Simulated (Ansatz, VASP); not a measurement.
One calculation of SnO, two programs

```
Sn O
1.0
     3.99210    0.00000    0.00000
     0.00000    3.99210    0.00000
     0.00000    0.00000    5.07780
Sn O
2 2
Direct
  0.00000 0.50000 0.23850
  0.50000 0.00000 0.76150
  0.00000 0.00000 0.00000
  0.50000 0.50000 0.00000
```

Change from the starting cell: strain +0.050 along x and y, +0.050 along z, atoms carried along.

Alike in both runs: task single point; functional PBEsol; dispersion D3(BJ); k mesh 12 × 12 × 10; occupations gaussian, width 0.15 eV; no spin polarisation.

|  | VASP | Ansatz |
| --- | --- | --- |
| version | VASP 6.6.1 | Ansatz 0.2.0 |
| potentials or method | VASP PAW PBE potentials, release 64 (Sn_d, O), cutoff 520 eV | scalar-relativistic, plane waves, PAW |
| valence electrons in the cell | 40 | 40 |

Ansatz gave:

```
gap on the k mesh at the Fermi level (eV)                     : 0.47
least direct gap on the mesh (eV)                             : 1.89
pressure (GPa)                                                : -11.7
traceless stress, the component that is largest in VASP (GPa) : 1.23
rms of the force components (eV/Å)                            : 0.649
```

Q: Which values does VASP return?

A: gap on the k mesh at the Fermi level (eV): 0.48; least direct gap on the mesh (eV): 1.87; pressure (GPa): -11.6; traceless stress, the component that is largest in VASP (GPa): 1.24; rms of the force components (eV/Å): 0.627.

VASP's potentials were made for PBE, not for PBEsol. Atom by atom the forces differ by 0.022 eV/Å (rms over components).
